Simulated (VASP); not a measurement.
ZnS, 2 atoms in the cell. It takes space group Pmmm (No. 47, orthorhombic). The conventional cell has a = 2.900 Å, b = 3.579 Å, c = 4.003 Å, α = 90.00°, β = 90.00°, γ = 90.00°. Zn (site symmetry mmm) has 2 S at 1.79 Å within 2.4 Å. Within 2.4 Å of S (site symmetry mmm) lie 2 Zn at 1.79 Å. The cell was built from a structure type or drawn by symmetry, and may not be a known phase.

```yaml
Program: VASP 6.6.1
Task: single point
Functional: PBE
Potentials_or_basis: VASP PAW PBE potentials, release 64 (Zn, S)
Cutoff: 520 eV
k_mesh: 6 × 6 × 4
Occupations: gaussian, width 0.1 eV
Spin: no spin polarisation
Dipole_correction: no
Further_INCAR_settings: ALGO = Normal; EDIFF = 1e-06; NBANDS = 16
```

Potentials or basis: VASP PAW PBE potentials, release 64 (Zn, S).

Command:

```bash
$ cat potpaw_PBE.64/Zn/POTCAR potpaw_PBE.64/S/POTCAR > POTCAR
$ mpirun -np 1 vasp_std > vasp.out
```

Hardware: 1 thread of AMD EPYC 9R45 96-Core Processor (Zen 5), with other jobs on the host.

Q: How long does it take, and how much memory?

A: Wall time 10 s on 1 thread of AMD EPYC 9R45 96-Core Processor (Zen 5) (shared host), peak memory 0.14 GiB. Counts: scf iterations 13, k points 48.
